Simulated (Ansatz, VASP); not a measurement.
# Two plane-wave programs on As

POSCAR

```
As
1.0
    3.0720210923      0.0000000000      0.0000000000
   -1.5360105461      2.6604483069      0.0000000000
    0.0000000000      0.0000000000     10.4554847802
As
4
Direct
    0.0000000000      1.0000000000      0.0000000000
    0.0000000000      1.0000000000      0.5000000000
    0.3333333333      0.6666666667      0.2500000000
    0.6666666667      0.3333333333      0.7500000000
```

Contents of INCAR.step1:

```
SYSTEM = As
ALGO = Normal
EDIFF = 1E-4
ENCUT = 520
GGA = PE
ISMEAR = -1
LASPH = .True.
LCHARG = .False.
LREAL = .False.
LWAVE = .True.
NBANDS = 18
NELM = 60
PREC = Accurate
SIGMA = 0.1
```

Contents of INCAR.step2:

```
SYSTEM = As
ALGO = Normal
EDIFF = 1E-7
ENCUT = 520
ISIF = 2
ISMEAR = -1
ISTART = 1
LASPH = .True.
LCHARG = .False.
LMIXTAU = .True.
LREAL = .False.
LWAVE = .False.
METAGGA = R2SCAN
NBANDS = 18
NELM = 60
PREC = Accurate
SIGMA = 0.1
```

Contents of KPOINTS:

```
k-points
0
Gamma
  14 14 4
  0 0 0
```

Input for Ansatz:

```yaml
crystal:
  lattice:
    - [3.0720210923, 0.0, 0.0]
    - [-1.5360105461, 2.6604483069, 0.0]
    - [0.0, 0.0, 10.4554847802]
  atoms:
    - { symbol: As, position: [0.0, 1.0, 0.0] }
    - { symbol: As, position: [0.0, 1.0, 0.5] }
    - { symbol: As, position: [0.3333333333, 0.6666666667, 0.25] }
    - { symbol: As, position: [0.6666666667, 0.3333333333, 0.75] }
hamiltonian:
  xc: r2scan
  pseudopotentials:
    kind: paw
    azcp:
      As: "pseudopotentials/As.paw.azcp"
basis:
  ecutwfc: 500
  fft_grid_basis: typed
kpoints:
  mp_grid: { grid: [14, 14, 4], shift: [0, 0, 0] }
magnetization:
  spin_polarized: false
scf:
  occupations: { method: fermi_dirac, width: 0.1 }
  lower_state_search: "off"
output:
  stress: true
```

Alike in both runs: task single point; functional r2SCAN; k mesh 14 × 14 × 4; occupations fermi-dirac, width 0.1 eV; no spin polarisation.

|  | VASP | Ansatz |
| --- | --- | --- |
| version | VASP 6.6.1 | Ansatz 0.2.0 |
| potentials or method | VASP PAW PBE potentials, release 64 (As), cutoff 520 eV | plane waves (500 eV) with PAW, scalar-relativistic |
| valence electrons in the cell | 20 | 60 |

VASP gave:

| Property | Result |
| --- | --- |
| pressure (GPa) | -7.7 |
| traceless stress, the component that is largest in VASP (GPa) | 0.98 |

Q: Estimate Ansatz's values.

A: Pressure (GPa): -7.6; traceless stress, the component that is largest in VASP (GPa): 0.98.

VASP's potentials were made for PBE, not for r2SCAN. VASP's potentials hold 20 valence electrons a cell and Ansatz's 60, so a difference there can come from the potentials and not from the codes.
